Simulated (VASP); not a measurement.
A run of VASP 6.6.1 is set up as follows.

The input POSCAR:

```
In2BiSb
1.0
    4.7595673651      0.0000000000      0.0000000000
    0.0000000000      4.7595673651      0.0000000000
    0.0000000000      0.0000000000      6.7077722358
Sb In Bi
1 2 1
Direct
    0.0000000000      0.0000000000      0.0000000000
    0.0000000000      0.5000000000      0.7566036942
    0.5000000000      0.0000000000      0.2433963058
    0.5000000000      0.5000000000      0.5000000000
```

INCAR.step1

```
PREC     = Accurate       # precision mode
ENCUT    = 520            # plane-wave cutoff, eV
ISMEAR   = -1             # smearing method
SIGMA    = 0.02           # smearing width, eV
LREAL    = False          # projectors in reciprocal space
LASPH    = True           # aspherical terms in the spheres
NELM     = 60             # most SCF steps
NBANDS   = 31             # bands
GGA      = PE             # functional
ALGO     = Normal         # electronic algorithm
EDIFF    = 1E-4           # SCF threshold, eV
LWAVE    = True           # write WAVECAR
LCHARG   = False          # write CHGCAR
```

File INCAR.step2:

```
PREC     = Accurate       # precision mode
ENCUT    = 520            # plane-wave cutoff, eV
EDIFF    = 1E-6           # SCF threshold, eV
ISMEAR   = -1             # smearing method
SIGMA    = 0.02           # smearing width, eV
LREAL    = False          # projectors in reciprocal space
LASPH    = True           # aspherical terms in the spheres
NELM     = 60             # most SCF steps
ALGO     = Normal         # electronic algorithm
ISIF     = 2              # what is computed and relaxed
LWAVE    = False          # write WAVECAR
LCHARG   = False          # write CHGCAR
METAGGA  = R2SCAN         # meta-GGA
LMIXTAU  = True         
NBANDS   = 31             # bands
ISTART   = 1
```

File KPOINTS:

```
regular mesh
0
Gamma
  4 4 4
```

Potentials or basis: VASP PAW PBE potentials, release 64 (Sb, In_d, Bi_d).

Launch:

```console
$ cat potpaw_PBE.64/Sb/POTCAR potpaw_PBE.64/In_d/POTCAR potpaw_PBE.64/Bi_d/POTCAR > POTCAR
$ cp INCAR.step1 INCAR
$ mpirun -np 1 vasp_std > vasp.out
$ cp INCAR.step2 INCAR
$ mpirun -np 1 vasp_std > vasp.out
```

Q: Predict the band gap on the k mesh.

A: Zero (filled and empty bands touch).

Q: Estimate the largest force.

A: 0.006 eV/Å.

Q: Predict the pressure.

A: -1.0 GPa.

Forces on the atoms (eV/Å):
```
Sb   0.000  0.000  0.000
In   0.000  0.000 -0.006
In   0.000  0.000  0.006
Bi   0.000  0.000  0.000
```

Caveat: the PAW data sets were made with another functional, which shifts forces and pressure a little; spin-orbit coupling is left out, which moves the levels of the heavy elements.
